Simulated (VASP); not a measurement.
Input of a VASP 6.6.1 run:

The input INCAR:

```
SYSTEM = AlN
PREC = Accurate ; ENCUT = 520
EDIFF = 1E-6 ; ISMEAR = 0
SIGMA = 0.01 ; LREAL = .False.
LASPH = .True. ; NELM = 60
ALGO = Normal ; ISIF = 2
LWAVE = .False. ; LCHARG = .False.
NBANDS = 16
```

The input KPOINTS:

```
Automatic mesh
0
Gamma
  8 8 4
  0 0 0
```

File POSCAR:

```
AlN
1.0
    3.0578823513      0.0000000000      0.0000000000
   -1.5289411757      2.6482037980      0.0000000000
    0.0000000000      0.0000000000      4.9720812909
Al N
2 2
Direct
    0.3333333333      0.6666666667      0.0004792612
    0.6666666667      0.3333333333      0.5004792612
    0.3333333333      0.6666666667      0.3795207388
    0.6666666667      0.3333333333      0.8795207388
```

Potentials or basis: VASP PAW LDA potentials, release 64 (Al, N).

Run with:

```bash
$ cat potpaw_LDA.64/Al/POTCAR potpaw_LDA.64/N/POTCAR > POTCAR
$ mpirun -np 1 vasp_std > vasp.out
```

(1) What does it give for the band gap on the k mesh?

(2) Predict the largest force.

(3) What does it give for the pressure?

Answers

(1) 4.64 eV, direct.

(2) 0.003 eV/Å.

(3) 4.0 GPa.

Caveat: the cell differs from its parent crystal (film at in-plane strain -0.01).
